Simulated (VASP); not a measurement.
# MoS2 (P6_3/mmc) in VASP: elastic constants with PBEsol

Aim: the elastic constants of MoS2 with PBEsol.

All numbers are computed with VASP 6.6.1; they aren't measurements. Logs are shortened: lines on timing, memory, paths and dates and some standing lists are left out, and cuts for length are marked.

## (1) The cell of the first run

The structure is hexagonal, space group P6_3/mmc (No. 194). Conventional cell: a = 3.141 Å, b = 3.141 Å, c = 12.571 Å, α = 90.00°, β = 90.00°, γ = 120.00°. Mo (site symmetry -6m2) has 6 S at 2.39 Å and 6 Mo at 3.14 Å within 3.2 Å. S (site symmetry 3m) has 3 Mo at 2.39 Å and 7 S at 3.12 to 3.14 Å within 3.2 Å.

## (2) Elastic constants, PBEsol

The input, INCAR:

```
PREC = Accurate
ENCUT = 600
EDIFF = 1E-8
ISMEAR = 0
SIGMA = 0.01
LREAL = F
LASPH = T
NELM = 80
ALGO = Normal
ISIF = 3
LWAVE = F
LCHARG = T
GGA = PS
IBRION = 6
NFREE = 2
POTIM = 0.015
NSW = 1
```

The input, KPOINTS:

```
Automatic mesh
0
Gamma
  6 6 2
```

The input, POSCAR:

```
MoS2
1.0
    3.1414593351      0.0000000000      0.0000000000
   -1.5707296676      2.7205835892      0.0000000000
    0.0000000000      0.0000000000     12.5714906949
Mo S
2 4
Direct
    0.3333333333      0.6666666667      0.2500000000
    0.6666666667      0.3333333333      0.7500000000
    0.3333333333      0.6666666667      0.6259912579
    0.6666666667      0.3333333333      0.1259912579
    0.3333333333      0.6666666667      0.8740087421
    0.6666666667      0.3333333333      0.3740087421
```

Potentials or basis: VASP PAW PBE potentials, release 64 (Mo_sv, S).

Launch:

```console
$ cat potpaw_PBE.64/Mo_sv/POTCAR potpaw_PBE.64/S/POTCAR > POTCAR
$ mpirun -np 1 vasp_std > vasp.out
```

OUTCAR:

```text
PREC = Accurate
   ENCUT = 600
   EDIFF = 1E-8
   ISMEAR = 0
   LREAL = F
   LASPH = T
   NELM = 80
   ISIF = 3
   GGA = PS
   IBRION = 6
   NFREE = 2
   POTIM = 0.015
   NSW = 1

 ion  position               nearest neighbor table
   1  0.333  0.667  0.250-   4 2.39   6 2.39   4 2.39   6 2.39   4 2.39   6 2.39
   2  0.667  0.333  0.750-   3 2.39   5 2.39   3 2.39   5 2.39   3 2.39   5 2.39
   3  0.333  0.667  0.626-   2 2.39   2 2.39   2 2.39
   4  0.667  0.333  0.126-   1 2.39   1 2.39   1 2.39
   5  0.333  0.667  0.874-   2 2.39   2 2.39   2 2.39
   6  0.667  0.333  0.374-   1 2.39   1 2.39   1 2.39

  LATTYP: Found a hexagonal cell.
 ALAT       =     3.1414593351
 C/A-ratio  =     4.0017995950

  Lattice vectors:

 A1 = (   3.1414593351,   0.0000000000,   0.0000000000)
 A2 = (  -1.5707296676,   2.7205835892,   0.0000000000)
 A3 = (   0.0000000000,   0.0000000000,  12.5714906949)

Analysis of symmetry for initial positions (statically):
=====================================================================
 Subroutine PRICEL returns:
 Original cell was already a primitive cell.

 Routine SETGRP: Setting up the symmetry group for a
 hexagonal supercell.

 Subroutine GETGRP returns: Found 24 space group operations
 (whereof 12 operations were pure point group operations)
 out of a pool of 24 trial point group operations.

The static configuration has the point symmetry D_3d.
 The point group associated with its full space group is D_6h.

Analysis of symmetry for dynamics (positions and initial velocities):
=====================================================================
 Subroutine PRICEL returns:
 Original cell was already a primitive cell.

 Routine SETGRP: Setting up the symmetry group for a
 hexagonal supercell.

 Subroutine GETGRP returns: Found 24 space group operations
 (whereof 12 operations were pure point group operations)
 out of a pool of 24 trial point group operations.

The dynamic configuration has the point symmetry D_3d.
 The point group associated with its full space group is D_6h.

 Subroutine INISYM returns: Found 24 space group operations
 (whereof 12 operations are pure point group operations),
 and found     1 'primitive' translations

----------------------------------------------------------------------------------------

                                     Primitive cell

  volume of cell :     107.4435

  direct lattice vectors                    reciprocal lattice vectors
     3.141459335  0.000000000  0.000000000     0.318323395  0.183784098  0.000000000
    -1.570729668  2.720583589  0.000000000     0.000000000  0.367568195  0.000000000
     0.000000000  0.000000000 12.571490695     0.000000000  0.000000000  0.079545061

  length of vectors
     3.141459335  3.141459335 12.571490695     0.367568195  0.367568195  0.079545061

  position of ions in fractional coordinates (direct lattice)
     0.333333333  0.666666667  0.250000000
     0.666666667  0.333333333  0.750000000
     0.333333333  0.666666667  0.625991258
     0.666666667  0.333333333  0.125991258
     0.333333333  0.666666667  0.874008742
     0.666666667  0.333333333  0.374008742

  ion indices of the primitive-cell ions
   primitive index   ion index
                 1           1
                 2           2
                 3           3
                 4           4
                 5           5
                 6           6

----------------------------------------------------------------------------------------

 KPOINTS: Automatic mesh

Automatic generation of k-mesh.
 Grid dimensions read from file:
 generate k-points for:    6    6    2

 Generating k-lattice:

  Cartesian coordinates                     Fractional coordinates (reciprocal lattice)
     0.053053899  0.030630683  0.000000000     0.166666667 -0.000000000  0.000000000
     0.000000000  0.061261366  0.000000000     0.000000000  0.166666667  0.000000000
     0.000000000  0.000000000  0.039772531     0.000000000  0.000000000  0.500000000

  Length of vectors
     0.061261366  0.061261366  0.039772531

  Shift w.r.t. Gamma in fractional coordinates (k-lattice)
     0.000000000  0.000000000  0.000000000

[... 44 lines left out ...]
   NFREE  =      2    steps in history (QN), initial steepest desc. (CG)
   ISIF   =      3    stress and relaxation
   ISYM   =      2    0-nonsym 1-usesym 2-fastsym
   POTIM  = 0.0150    time-step for ionic-motion
   TEBEG  =    0.0;   TEEND  =   0.0 temperature during run
   PSTRESS=    0.0 pullay stress
   NELECT =      52.0000    total number of electrons
   NUPDOWN=      -1.0000    fix difference up-down
   EMIN   =  10.00;   EMAX   =-10.00  energy-range for DOS
   EFERMI =   0.00;   METHOD = LEGACY
   ISMEAR =     0;   SIGMA  =   0.01  broadening in eV -4-tet -1-fermi 0-gaus
   EFERMI_NEDOS =   21; number of points for ismear=-14 and -15
   IALGO  =     38    algorithm
   IMIX   =      4    mixing-type and parameters
     AMIX     =   0.40;   BMIX     =  1.00
     AMIX_MAG =   1.60;   BMIX_MAG =  1.00
  volume/ion in A,a.u.               =      17.91       120.84
  Fermi-wavevector in a.u.,A,eV,Ry     =   1.285334  2.428928 22.477945  1.652082
  Thomas-Fermi vector in A             =   2.417474
   LORBIT       =      0    0 simple, 1 ext, 2 COOP (PROOUT), +10 PAW based schemes
   GGA     = PS    functional components
   LHFCALC =     F    Hartree Fock is set to
   AEXX    =    0.0000 exact exchange contribution
   IVDW    =     0    specifies the selected vdW correction
   LEPSILON=     F    determine dielectric tensor
   LRPA    =     F    only Hartree local field effects (RPA)
 finite differences with symmetry
 non-spin polarized calculation
 Gauss-broadening in eV      SIGMA  =   0.01
  energy-cutoff  :      600.00
  volume of cell :      107.44
 maximum number of plane-waves:      3616
 NGX is ok and might be reduce to    28
   NGX = 13   NGY = 13   NGZ = 51

--------------------------------------- Ionic step        1  -------------------------------------------

 number of electron      52.0000000 magnetization

 Free energy of the ion-electron system (eV)
  ---------------------------------------------------
  ext. energy  EPLUGINS =         0.00000000
  ---------------------------------------------------
  free energy    TOTEN  =       -46.90659629 eV

  energy without entropy =      -46.90659629  energy(sigma->0) =      -46.90659629

------------------------ aborting loop because EDIFF is reached ----------------------------------------

  FORCE on cell =-STRESS in cart. coord.  units (eV):
  Direction    XX          YY          ZZ          XY          YZ          ZX
  --------------------------------------------------------------------------------------
  -------------------------------------------------------------------------------------
  Total       -0.0037596     -0.0037596      0.0009184      0.0000000      0.0000000     -0.0000000
  in kB       -0.0560621     -0.0560621      0.0136956      0.0000000      0.0000000     -0.0000000
  external PRESSURE =      -0.0328095 kB  Pullay stress =       0.0000000 kB
[... 101 lines left out ...]
  FREE ENERGIE OF THE ION-ELECTRON SYSTEM (eV)
  ---------------------------------------------------
  free  energy   TOTEN  =       -46.8857733971 eV

  energy  without entropy=      -46.8857733971  energy(sigma->0) =      -46.88577340

[... ionic steps 4 to 18 ...]

--------------------------------------- Ionic step       19  -------------------------------------------

 number of electron      52.0000000 magnetization

------------------------ aborting loop because EDIFF is reached ----------------------------------------
[... 75 lines left out ...]
--------------------------------------- Ionic step       21  -------------------------------------------

 number of electron      52.0000001 magnetization

 Free energy of the ion-electron system (eV)
  ---------------------------------------------------
  ext. energy  EPLUGINS =         0.00000000
  ---------------------------------------------------
  free energy    TOTEN  =       -46.90471561 eV

  energy without entropy =      -46.90471561  energy(sigma->0) =      -46.90471561

 E-fermi :   7.3267     XC(G=0): -10.9334

 val. band max:        7.2594027001   @ k =   0.0000   0.0000   0.0000
 cond. band min:       8.2486730409   @ k =   0.1667   0.1667   0.0000
 fundamental gap:      0.9892703409
 Fermi energy:         7.3267329180

 k-point     1 :       0.0000    0.0000    0.0000
  band No.  band energies     occupation
      1     -54.0178      2.00000
      2     -54.0137      2.00000
      3     -28.2320      2.00000
      4     -28.2252      2.00000
      5     -27.9661      2.00000
      6     -27.9661      2.00000
[... 498 lines left out ...]
  FREE ENERGIE OF THE ION-ELECTRON SYSTEM (eV)
  ---------------------------------------------------
  free  energy   TOTEN  =       -46.9047156073 eV

  energy  without entropy=      -46.9047156073  energy(sigma->0) =      -46.90471561

 INTERNAL STRAIN TENSORS FROM STRAINED CELLS
 ============================================

 INTERNAL STRAIN TENSOR FOR ION    1 for displacements in x,y,z  (eV/Angst):
          X           Y           Z          XY          YZ          ZX
  --------------------------------------------------------------------------------
  x     0.00000    -0.00000     0.00000    -6.77492    -0.00000     0.00000
  y    -6.78314     6.79170    -0.00000    -0.00015     0.00000    -0.00001
  z     0.00000     0.00000    -0.00000     0.00000    -0.00143     0.00000

 INTERNAL STRAIN TENSORS FROM DISPLACED ATOMS
 ============================================

 INTERNAL STRAIN TENSOR FOR ION    1 for displacements in x,y,z  (eV/Angst):
          X           Y           Z          XY          YZ          ZX
  --------------------------------------------------------------------------------
  x     0.00000    -0.00000    -0.00000    -6.76864     0.00000     0.00000
  y    -6.76864     6.76864     0.00000    -0.00000     0.00000     0.00000
  z     0.00000     0.00000     0.00000     0.00000     0.00000     0.00000

 INTERNAL STRAIN TENSOR FOR ION    6 for displacements in x,y,z  (eV/Angst):
          X           Y           Z          XY          YZ          ZX
  --------------------------------------------------------------------------------
  x    -0.00000     0.00000    -0.00000     3.42891     0.00000   -14.59509
  y     3.42891    -3.42891     0.00000     0.00000   -14.59509     0.00000
  z   -10.43929   -10.43929   -29.70853     0.00000     0.00000     0.00000

 Eigenvectors and eigenvalues of the dynamical matrix
 ----------------------------------------------------

   1 f  =   14.081733 THz    88.478138 2PiTHz  469.716054 cm-1    58.237342 meV
             X         Y         Z           dx          dy          dz
     -0.000000  1.813722  3.142873    -0.000000   -0.000000   -0.446537
      1.570730  0.906861  9.428618    -0.000000    0.000000    0.446537
     -0.000000  1.813722  7.869643     0.000000   -0.000000   -0.387689
      1.570730  0.906861  1.583898     0.000000    0.000000    0.387689
     -0.000000  1.813722 10.987593     0.000000   -0.000000   -0.387689
      1.570730  0.906861  4.701847     0.000000    0.000000    0.387689
[... 145 lines left out ...]
  18 f/i=    0.000775 THz     0.004872 2PiTHz    0.025863 cm-1     0.003207 meV
             X         Y         Z           dx          dy          dz
     -0.000000  1.813722  3.142873    -0.000000   -0.000000   -0.547403
      1.570730  0.906861  9.428618    -0.000000   -0.000000   -0.547403
     -0.000000  1.813722  7.869643    -0.000000   -0.000000   -0.316504
      1.570730  0.906861  1.583898    -0.000000   -0.000000   -0.316504
     -0.000000  1.813722 10.987593    -0.000000   -0.000000   -0.316504
      1.570730  0.906861  4.701847    -0.000000   -0.000000   -0.316504

--------------------------------------------------------------------------------------------------------

 ELASTIC MODULI CONTR FROM IONIC RELAXATION (kBar)
 Direction    XX          YY          ZZ          XY          YZ          ZX
 --------------------------------------------------------------------------------
 XX        -399.8023   -266.0544   -947.4599      0.0000     -0.0000      0.0000
 YY        -266.0544   -399.8023   -947.4599      0.0000      0.0000      0.0000
 ZZ        -947.4599   -947.4599  -2696.3168      0.0000     -0.0000      0.0000
 XY           0.0000      0.0000      0.0000    -66.8739     -0.0000      0.0000
 YZ          -0.0000      0.0000     -0.0000      0.0000  -1318.4663      0.0000
 ZX          -0.0000      0.0000      0.0000      0.0000      0.0000  -1318.4656
 --------------------------------------------------------------------------------

 TOTAL ELASTIC MODULI (kBar)
 Direction    XX          YY          ZZ          XY          YZ          ZX
 --------------------------------------------------------------------------------
 XX        2265.4395    536.4874     45.9172     -0.0000     -0.0000      0.0000
 YY         536.4874   2265.4395     45.9172     -0.0000      0.0000      0.0000
 ZZ          45.9172     45.9172    219.5192     -0.0000     -0.0000      0.0000
 XY          -0.0000     -0.0000     -0.0000    864.4760     -0.0000      0.0000
 YZ          -0.0000      0.0000     -0.0000      0.0000    109.5264     -0.0000
 ZX          -0.0000      0.0000      0.0000      0.0000     -0.0000    109.5269
 --------------------------------------------------------------------------------
```

Wall time 45 min (1 thread of Oxide Virtual Turin-like, shared host); peak memory 0.4 GiB.

Results:

* Voigt bulk modulus: 67 GPa
* Highest phonon frequency at Γ, LO-TO splitting left out: 470 cm⁻¹

Phonon frequencies in cm⁻¹ (negative: imaginary):
| q point | frequencies |
| --- | --- |
| (0.000, 0.000, 0.000) | 0 0 0 26 26 35 284 284 286 286 384 384 384 384 405 407 468 470 |

Elastic tensor in Voigt notation (GPa, in the Cartesian axes of the cell as first typed):
```
227  54   5   0   0   0
 54 227   5   0   0   0
  5   5  22   0   0   0
  0   0   0  11   0   0
  0   0   0   0  11   0
  0   0   0   0   0  86
```

Clamped-ion elastic tensor (GPa):
```
267  80  99   0   0   0
 80 267  99   0   0   0
 99  99 292   0   0   0
  0   0   0 143   0   0
  0   0   0   0 143   0
  0   0   0   0   0  93
```

Caveat: the k points lie up to 0.38 Å⁻¹ apart; the PAW data sets were made with another functional, which shifts forces and pressure a little; this functional lacks dispersion, which binds layers or chains, so the pressure and a relaxed spacing across them are unreliable.
